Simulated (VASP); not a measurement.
Runs of VASP 6.6.1 on Te. The structure is that of space group Im-3m (No. 229), or close to it. The cells are those of the table. This isn't the form of Te at room conditions, which is trigonal, of chains.

```csv
cell,gap on the mesh (eV),pressure (GPa)
"a = 3.399 Å, angles 109.5°, 1 atom",none,-2.0
"a = 3.309 Å, angles 109.5°, 1 atom",none,(b)
"a = 3.263 Å, angles 109.5°, 1 atom",none,5.0
"a = 3.484 Å, angles 109.5°, 1 atom",none,(a)
"a = 3.355 Å, angles 109.5°, 1 atom",none,-0.2
"a = 3.442 Å, angles 109.5°, 1 atom",none,-3.4
```

Alike in all rows: task single point; level revPBE; potentials or basis VASP PAW PBE potentials, release 64 (Te); no spin polarisation; k mesh 13 × 13 × 13; cutoff (eV) 520; smearing fermi-dirac 0.1 eV.

Q: Fill in the values left out.

A: (a) -4.5; (b) 2.1.

Caveats: the PAW data sets were made with another functional, which shifts forces and pressure a little; spin-orbit coupling is left out, which moves the levels of the heavy elements; the cell stands under tension (at least some runs); the cell stands under pressure (at least some runs).

A k mesh can miss the band edges, and the runs leave out spin-orbit coupling on Te.

A gap of «none» marks levels without a gap at the run's occupations.
